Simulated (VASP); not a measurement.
# Se (P3_121) in VASP: settings compared

The runs below take Se through single point, relaxation of cell and atoms, with PBE+D3(BJ), PBE.

Everything below comes from runs of VASP 6.6.1. Logs are shortened: lines on timing, memory, paths and dates and some standing lists are left out, and cuts for length are marked.

### Step 1. The cell of the first run

It takes space group P3_121 (No. 152, trigonal). Conventional cell: a = 4.088 Å, b = 4.088 Å, c = 5.129 Å, α = 90.00°, β = 90.00°, γ = 120.00°. Within 3.2 Å of Se (site symmetry 2) lie 2 Se at 2.44 Å.

### Step 2. Single point, PBE+D3(BJ)

INCAR

```
PREC = Accurate
ENCUT = 520
EDIFF = 1E-7
ISMEAR = -1
SIGMA = 0.05
LREAL = False
LASPH = True
NELM = 100
ALGO = Normal
ISIF = 2
LWAVE = False
LCHARG = False
GGA = PE
IVDW = 12
NBANDS = 16
```

KPOINTS

```
regular mesh
0
Gamma
  7 7 6
```

POSCAR

```
Se
1.0
    4.0879943003      0.0000000000      0.0000000000
   -2.0439971501      3.5403069146      0.0000000000
    0.0000000000      0.0000000000      5.1288915492
Se
3
Direct
    0.7543690353      0.7543690353      0.0000000000
    0.0000000000      0.2456309647      0.6666666667
    0.2456309647      0.0000000000      0.3333333333
```

Potentials or basis: VASP PAW PBE potentials, release 64 (Se).

Command:

```console
$ cat potpaw_PBE.64/Se/POTCAR > POTCAR
$ mpirun -np 1 vasp_std > vasp.out
```

OUTCAR:

```text
PREC = Accurate
   ENCUT = 520
   EDIFF = 1E-7
   ISMEAR = -1
   LREAL = False
   LASPH = True
   NELM = 100
   ISIF = 2
   GGA = PE
   IVDW = 12
 IVDW          = 12

 ion  position               nearest neighbor table
   1  0.754  0.754  0.000-   2 2.44   3 2.44
   2  0.000  0.246  0.667-   1 2.44   3 2.44
   3  0.246  0.000  0.333-   1 2.44   2 2.44

  LATTYP: Found a hexagonal cell.
 ALAT       =     4.0879943003
 C/A-ratio  =     1.2546229697

  Lattice vectors:

 A1 = (   4.0879943003,   0.0000000000,   0.0000000000)
 A2 = (  -2.0439971501,   3.5403069146,   0.0000000000)
 A3 = (   0.0000000000,   0.0000000000,   5.1288915492)

Analysis of symmetry for initial positions (statically):
=====================================================================
 Subroutine PRICEL returns:
 Original cell was already a primitive cell.

 Routine SETGRP: Setting up the symmetry group for a
 hexagonal supercell.

 Subroutine GETGRP returns: Found  6 space group operations
 (whereof  2 operations were pure point group operations)
 out of a pool of 24 trial point group operations.

The static configuration has the point symmetry C_2 .
 The point group associated with its full space group is D_3 .

Analysis of symmetry for dynamics (positions and initial velocities):
=====================================================================
 Subroutine PRICEL returns:
 Original cell was already a primitive cell.

 Routine SETGRP: Setting up the symmetry group for a
 hexagonal supercell.

 Subroutine GETGRP returns: Found  6 space group operations
 (whereof  2 operations were pure point group operations)
 out of a pool of 24 trial point group operations.

The dynamic configuration has the point symmetry C_2 .
 The point group associated with its full space group is D_3 .

 Subroutine INISYM returns: Found  6 space group operations
 (whereof  2 operations are pure point group operations),
 and found     1 'primitive' translations

----------------------------------------------------------------------------------------

                                     Primitive cell

  volume of cell :      74.2292

  direct lattice vectors                    reciprocal lattice vectors
     4.087994300  0.000000000  0.000000000     0.244618736  0.141230693  0.000000000
    -2.043997150  3.540306915  0.000000000     0.000000000  0.282461387  0.000000000
     0.000000000  0.000000000  5.128891549     0.000000000  0.000000000  0.194973902

  length of vectors
     4.087994300  4.087994300  5.128891549     0.282461387  0.282461387  0.194973902

  position of ions in fractional coordinates (direct lattice)
     0.754369035  0.754369035  0.000000000
     1.000000000  0.245630965  0.666666667
     0.245630965  0.000000000  0.333333333

  ion indices of the primitive-cell ions
   primitive index   ion index
                 1           1
                 2           2
                 3           3

----------------------------------------------------------------------------------------

 KPOINTS: regular mesh

Automatic generation of k-mesh.
 Grid dimensions read from file:
 generate k-points for:    7    7    6

 Generating k-lattice:

  Cartesian coordinates                     Fractional coordinates (reciprocal lattice)
     0.034945534  0.020175813  0.000000000     0.142857143 -0.000000000  0.000000000
     0.000000000  0.040351627  0.000000000     0.000000000  0.142857143  0.000000000
     0.000000000  0.000000000  0.032495650     0.000000000  0.000000000  0.166666667

  Length of vectors
     0.040351627  0.040351627  0.032495650

  Shift w.r.t. Gamma in fractional coordinates (k-lattice)
     0.000000000  0.000000000  0.000000000

 Subroutine IBZKPT returns following result:
 ===========================================

 Found     40 irreducible k-points:

 Following reciprocal coordinates:
            Coordinates               Weight
  0.000000  0.000000  0.000000      1.000000
  0.142857  0.000000  0.000000      6.000000
  0.285714  0.000000  0.000000      6.000000
  0.428571  0.000000  0.000000      6.000000
  0.142857  0.142857  0.000000      6.000000
  0.285714  0.142857  0.000000     12.000000
[... 16 lines left out ...]
  0.000000  0.142857  0.333333      6.000000
  0.285714  0.000000  0.333333      6.000000
 [... further k-points ...]
   k-points           NKPTS =     40   k-points in BZ     NKDIM =     40   number of bands    NBANDS=     16
   number of dos      NEDOS =    301   number of ions     NIONS =      3
   total plane-waves  NPLWV =  36000
   dimension x,y,z NGX =    30 NGY =   30 NGZ =   40
   dimension x,y,z NGXF=    60 NGYF=   60 NGZF=   80
   ions per type =               3
   NGX,Y,Z   is equivalent  to a cutoff of  12.20, 12.20, 12.97 a.u.
   NGXF,Y,Z  is equivalent  to a cutoff of  24.40, 24.40, 25.93 a.u.
 SYSTEM =  unknown system
   PREC   = accura    normal or accurate (medium, high low for compatibility)
   ISTART =      0    job   : 0-new  1-cont  2-samecut
   ICHARG =      2    charge: 1-file 2-atom 10-const
   ISPIN  =      1    spin polarized calculation?
   LNONCOLLINEAR =      F non collinear calculations
   LSORBIT =      F    spin-orbit coupling
   LASPH  =      T    aspherical Exc in radial PAW
   ENCUT  =  520.0 eV  38.22 Ry    6.18 a.u.   7.60  7.60  9.54*2*pi/ulx,y,z
   NELM   =    100;   NELMIN=  2; NELMDL= -5     # of ELM steps
   EDIFF  = 0.1E-06   stopping-criterion for ELM
   LREAL  =      F    real-space projection
   EDIFFG = 0.1E-05   stopping-criterion for IOM
   NSW    =      0    number of steps for IOM
   IBRION =     -1    ionic relax: 0-MD 1-quasi-New 2-CG
   NFREE  =      0    steps in history (QN), initial steepest desc. (CG)
   ISIF   =      2    stress and relaxation
   ISYM   =      2    0-nonsym 1-usesym 2-fastsym
   POTIM  = 0.5000    time-step for ionic-motion
   TEBEG  =    0.0;   TEEND  =   0.0 temperature during run
   PSTRESS=    0.0 pullay stress
   NELECT =      18.0000    total number of electrons
   NUPDOWN=      -1.0000    fix difference up-down
   EMIN   =  10.00;   EMAX   =-10.00  energy-range for DOS
   EFERMI =   0.00;   METHOD = LEGACY
   ISMEAR =    -1;   SIGMA  =   0.05  broadening in eV -4-tet -1-fermi 0-gaus
   EFERMI_NEDOS =   21; number of points for ismear=-14 and -15
   IALGO  =     38    algorithm
   IMIX   =      4    mixing-type and parameters
     AMIX     =   0.40;   BMIX     =  1.00
     AMIX_MAG =   1.60;   BMIX_MAG =  1.00
  volume/ion in A,a.u.               =      24.74       166.97
  Fermi-wavevector in a.u.,A,eV,Ry     =   1.020879  1.929181 14.179898  1.042193
  Thomas-Fermi vector in A             =   2.154472
   LORBIT       =      0    0 simple, 1 ext, 2 COOP (PROOUT), +10 PAW based schemes
   GGA     = PE    functional components
   LHFCALC =     F    Hartree Fock is set to
   AEXX    =    0.0000 exact exchange contribution
   IVDW    =    12    specifies the selected vdW correction
   LEPSILON=     F    determine dielectric tensor
   LRPA    =     F    only Hartree local field effects (RPA)
 non-spin polarized calculation
  energy-cutoff  :      520.00
  volume of cell :       74.23
 maximum number of plane-waves:      2024
   NGX = 15   NGY = 15   NGZ = 19

 number of electron      17.9999998 magnetization

 Free energy of the ion-electron system (eV)
  ---------------------------------------------------
  ext. energy  EPLUGINS =         0.00000000
  ---------------------------------------------------
  free energy    TOTEN  =       -10.43486455 eV

  energy without entropy =      -10.43485968  energy(sigma->0) =      -10.43486211

 E-fermi :   4.0283     XC(G=0):  -9.3810

 val. band max:        3.5688954847   @ k =   0.4286   0.1429   0.5000
 cond. band min:       4.4972951585   @ k =   0.2857   0.2857   0.5000
 fundamental gap:      0.9283996738
 Fermi energy:         4.0282961353

 k-point     1 :       0.0000    0.0000    0.0000
  band No.  band energies     occupation
      1     -12.3365      2.00000
      2      -8.3143      2.00000
      3      -8.3143      2.00000
      4      -0.0515      2.00000
      5       0.1181      2.00000
      6       0.1181      2.00000
[... 8 lines left out ...]
     15      10.4260      0.00000
     16      12.0292      0.00000

 k-point     2 :       0.1429    0.0000    0.0000
  band No.  band energies     occupation
      1     -12.2085      2.00000
      2      -8.3815      2.00000
      3      -8.2859      2.00000
      4      -0.8801      2.00000
      5      -0.3380      2.00000
      6       0.1041      2.00000
[... 8 lines left out ...]
     15      11.1963      0.00000
     16      11.8674      0.00000

 k-point     3 :       0.2857    0.0000    0.0000
  band No.  band energies     occupation
      1     -11.8726      2.00000
      2      -8.6198      2.00000
      3      -8.2179      2.00000
      4      -1.6449      2.00000
      5      -0.9233      2.00000
      6      -0.2010      2.00000
[... 8 lines left out ...]
     15      12.1337      0.00000
     16      12.8587      0.00000

 k-point     4 :       0.4286    0.0000    0.0000
  band No.  band energies     occupation
      1     -11.5231      2.00000
      2      -8.9341      2.00000
      3      -8.1592      2.00000
      4      -1.8457      2.00000
      5      -1.2740      2.00000
      6      -0.2567      2.00000
[... 8 lines left out ...]
     15      13.6110      0.00000
     16      14.2506      0.00000

 k-point     5 :       0.1429    0.1429    0.0000
  band No.  band energies     occupation
      1     -11.9749      2.00000
      2      -8.5055      2.00000
      3      -8.2723      2.00000
      4      -1.4007      2.00000
      5      -1.0432      2.00000
      6       0.1621      2.00000
[... 8 lines left out ...]
     15      11.8194      0.00000
     16      12.3556      0.00000

 k-point     6 :       0.2857    0.1429    0.0000
  band No.  band energies     occupation
      1     -11.6165      2.00000
      2      -8.7520      2.00000
      3      -8.2766      2.00000
      4      -1.7299      2.00000
      5      -1.3785      2.00000
      6      -0.0486      2.00000
[... 8 lines left out ...]
     15      12.8190      0.00000
     16      13.6329      0.00000

 k-point     7 :       0.4286    0.1429    0.0000
  band No.  band energies     occupation
      1     -11.4169      2.00000
      2      -8.9209      2.00000
      3      -8.2776      2.00000
      4      -1.7647      2.00000
      5      -1.4197      2.00000
      6       0.0015      2.00000
[... 8 lines left out ...]
     15      12.9313      0.00000
     16      14.1617      0.00000

 k-point     8 :       0.2857    0.2857    0.0000
  band No.  band energies     occupation
      1     -11.3753      2.00000
      2      -8.7569      2.00000
      3      -8.4960      2.00000
      4      -1.6160      2.00000
      5      -1.5537      2.00000
      6       0.1590      2.00000
[... 8 lines left out ...]
     15      12.2485      0.00000
     16      13.5104      0.00000

 k-point     9 :       0.0000    0.0000    0.1667
  band No.  band energies     occupation
      1     -12.2115      2.00000
      2      -9.4200      2.00000
      3      -7.2072      2.00000
      4      -0.3481      2.00000
      5       0.0289      2.00000
      6       0.4545      2.00000
[... 8 lines left out ...]
     15      10.9929      0.00000
     16      11.1073      0.00000
[... 172 lines left out ...]
 k-point    19 :       0.4286    0.1429    0.1667
  band No.  band energies     occupation
      1     -11.3132      2.00000
      2      -9.3045      2.00000
      3      -7.9979      2.00000
      4      -1.9089      2.00000
      5      -1.5969      2.00000
      6      -0.2313      2.00000
[... 8 lines left out ...]
     15      12.7789      0.00000
     16      13.6047      0.00000

 k-point    20 :       0.2857    0.2857    0.1667
  band No.  band energies     occupation
      1     -11.2719      2.00000
      2      -9.2620      2.00000
      3      -8.0812      2.00000
      4      -1.9888      2.00000
      5      -1.4967      2.00000
      6      -0.1654      2.00000
[... 8 lines left out ...]
     15      12.2253      0.00000
     16      14.0110      0.00000

 k-point    21 :       0.0000    0.0000    0.3333
  band No.  band energies     occupation
      1     -11.8400      2.00000
      2     -10.4143      2.00000
      3      -6.2993      2.00000
      4      -0.8343      2.00000
      5       0.2406      2.00000
      6       0.5922      2.00000
[... 8 lines left out ...]
     15      11.2133      0.00000
     16      11.7286      0.00000

 k-point    22 :       0.1429    0.0000    0.3333
  band No.  band energies     occupation
      1     -11.7227      2.00000
      2     -10.3284      2.00000
      3      -6.5360      2.00000
      4      -1.0443      2.00000
      5      -0.1245      2.00000
      6       0.4537      2.00000
[... 8 lines left out ...]
     15      11.1589      0.00000
     16      11.4676      0.00000

 k-point    23 :       0.0000    0.1429    0.3333
  band No.  band energies     occupation
      1     -11.7199      2.00000
      2     -10.3367      2.00000
      3      -6.5102      2.00000
      4      -1.1070      2.00000
      5      -0.3734      2.00000
      6       0.3845      2.00000
[... 8 lines left out ...]
     15      11.0878      0.00000
     16      11.8785      0.00000

 k-point    24 :       0.2857    0.0000    0.3333
  band No.  band energies     occupation
      1     -11.4238      2.00000
      2     -10.1098      2.00000
      3      -7.1219      2.00000
      4      -1.5431      2.00000
      5      -0.7480      2.00000
      6       0.0365      2.00000
[... 8 lines left out ...]
     15      11.0869      0.00000
     16      12.1454      0.00000

 [... further k-points ...]

------------------------ aborting loop because EDIFF is reached ----------------------------------------

 Edisp (eV)   -1.05704

 E8    (eV) :    -0.4367

  FORCE on cell =-STRESS in cart. coord.  units (eV):
  Direction    XX          YY          ZZ          XY          YZ          ZX
  --------------------------------------------------------------------------------------
  -------------------------------------------------------------------------------------
  Total      -0.06181    -0.06181    -0.03927    -0.00000     0.00000    -0.00000
  in kB      -1.33416    -1.33416    -0.84765    -0.00000     0.00000    -0.00000
  external pressure =       -1.17 kB  Pullay stress =        0.00 kB

 VOLUME and BASIS-vectors are now :
 -----------------------------------------------------------------------------
  energy-cutoff  :      520.00
  volume of cell :       74.23
      direct lattice vectors                 reciprocal lattice vectors
     4.087994300  0.000000000  0.000000000     0.244618736  0.141230693  0.000000000
    -2.043997150  3.540306915  0.000000000     0.000000000  0.282461387  0.000000000
     0.000000000  0.000000000  5.128891549     0.000000000  0.000000000  0.194973902

 POSITION                                       TOTAL-FORCE (eV/Angst)
 -----------------------------------------------------------------------------------
      1.54193      2.67070      0.00000        -0.010673     -0.018487     -0.000000
     -0.50207      0.86961      3.41926        -0.010673      0.018487      0.000000
      1.00414      0.00000      1.70963         0.021347     -0.000000     -0.000000
 -----------------------------------------------------------------------------------
    total drift:                               -0.000001     -0.000001      0.000000

  FREE ENERGIE OF THE ION-ELECTRON SYSTEM (eV)
  ---------------------------------------------------
  free  energy   TOTEN  =       -11.4919016806 eV

  energy  without entropy=      -11.4918968094  energy(sigma->0) =      -11.49189925
```

Run time: 42 s. Hardware: 1 thread of AMD EPYC 7R43 (Zen 3), shared host; peak memory 0.17 GiB.

What came out:

```yaml
Free_energy: -11.4919 eV
Pressure: -0.1 GPa
Largest_force: 0.021 eV/Å
Band_gap_on_the_k_mesh: 0.93 eV, indirect (least direct gap 1.19 eV)
Dispersion_energy_per_atom: -0.352 eV
```

Forces in eV/Å, atoms in the order of the input:
```
Se  -0.011 -0.018  0.000
Se  -0.011  0.018  0.000
Se   0.021  0.000  0.000
```

Caveat: three body term missing.

### Step 3. Single point, PBE+D3(BJ)

This run uses another cell than the first one, of 27.26 Å³/atom, 1.102 times its volume.

INCAR

```
  PREC = Accurate
  ENCUT = 520
  EDIFF = 1E-6
  ISMEAR = -1
  SIGMA = 0.05
  LREAL = False
  LASPH = True
  NELM = 80
  ALGO = Normal
  ISIF = 2
  LWAVE = False
  LCHARG = False
  GGA = PE
  IVDW = 12
  NBANDS = 16
```

KPOINTS is that of step 2.

POSCAR

```
Se
1.0
    4.3662000000      0.0000000000      0.0000000000
   -2.1831000000      3.7812401180      0.0000000000
    0.0000000000      0.0000000000      4.9536000000
Se
3
Direct
    0.7746000000      0.7746000000      0.0000000000
    0.0000000000      0.2254000000      0.6666666667
    0.2254000000      0.0000000000      0.3333333333
```

Potentials or basis: VASP PAW PBE potentials, release 64 (Se).

Command:

```console
$ cat potpaw_PBE.64/Se/POTCAR > POTCAR
$ mpirun -np 1 vasp_std > vasp.out
```

It took 42 s on 1 thread of AMD EPYC 7R43 (Zen 3), shared host; peak memory 0.17 GiB.

The run converged. Its results:

| Quantity | Value |
| --- | --- |
| Free energy | -11.4163 eV |
| Pressure | 0.9 GPa |
| Largest force | 0.449 eV/Å |
| Band gap on the k mesh | 1.21 eV, indirect (least direct gap 1.47 eV) |
| Dispersion energy per atom | -0.315 eV |

Forces in eV/Å, atoms in the order of the input:
```
Se  -0.224 -0.388  0.000
Se  -0.224  0.388  0.000
Se   0.449  0.000  0.000
```

Stress tensor (GPa, compression positive):
```
0.21 0.00 0.00
0.00 0.21 0.00
0.00 0.00 2.15
```

Levels at points of the mesh, in eV from the valence-band top:
| k point | band 6 | band 7 | band 8 | band 9 | band 10 | band 11 | band 12 | band 13 |
| --- | --- | --- | --- | --- | --- | --- | --- | --- |
| (0.00, 0.00, 0.00) | -3.76 | -2.05 | -2.05 | -0.42 | 1.88 | 1.88 | 2.17 | 6.17 |
| (0.00, 0.00, 0.50) | -3.39 | -1.55 | -1.55 | -1.13 | 1.21 | 1.21 | 1.28 | 6.26 |

Caveat: three body term missing.

### Step 4. Single point, PBE

This run uses another cell than the first one, of 29.77 Å³/atom, 1.203 times its volume.

INCAR

```
  PREC = Accurate
  ENCUT = 520
  EDIFF = 1E-7
  ISMEAR = -1
  SIGMA = 0.05
  LREAL = F
  LASPH = T
  NELM = 80
  ALGO = Normal
  ISIF = 2
  LWAVE = F
  LCHARG = F
  GGA = PE
  NBANDS = 16
```

KPOINTS is that of step 3.

POSCAR

```
Se
1.0
    4.5212982477      0.0000000000      0.0000000000
   -2.2606491238      3.9155591406      0.0000000000
    0.0000000000      0.0000000000      5.0451872476
Se
3
Direct
    0.7811844994      0.7811844994      0.0000000000
    0.0000000000      0.2188155006      0.6666666667
    0.2188155006      0.0000000000      0.3333333333
```

Command:

```console
$ cat potpaw_PBE.64/Se/POTCAR > POTCAR
$ mpirun -np 1 vasp_std > vasp.out
```

It took 69 s on 1 thread of AMD EPYC 7R43 (Zen 3), shared host; peak memory 0.18 GiB.

The run converged. Its results:

| Property | Result |
| --- | --- |
| Free energy | -10.5108 eV |
| Pressure | 0.1 GPa |
| Largest force | 0.027 eV/Å |
| Band gap on the k mesh | 1.19 eV, indirect (least direct gap 1.41 eV) |

Forces on the atoms (eV/Å):
```
Se  -0.013 -0.023  0.000
Se  -0.013  0.023  0.000
Se   0.027  0.000  0.000
```

Levels at points of the mesh, in eV from the valence-band top:
| k point | band 6 | band 7 | band 8 | band 9 | band 10 | band 11 | band 12 | band 13 |
| --- | --- | --- | --- | --- | --- | --- | --- | --- |
| (0.00, 0.00, 0.00) | -3.40 | -1.83 | -1.83 | -0.29 | 1.95 | 1.95 | 2.32 | 5.91 |
| (0.00, 0.00, 0.50) | -3.20 | -1.30 | -1.30 | -0.93 | 1.36 | 1.40 | 1.40 | 6.52 |

(Continued in part 2 of 2.)
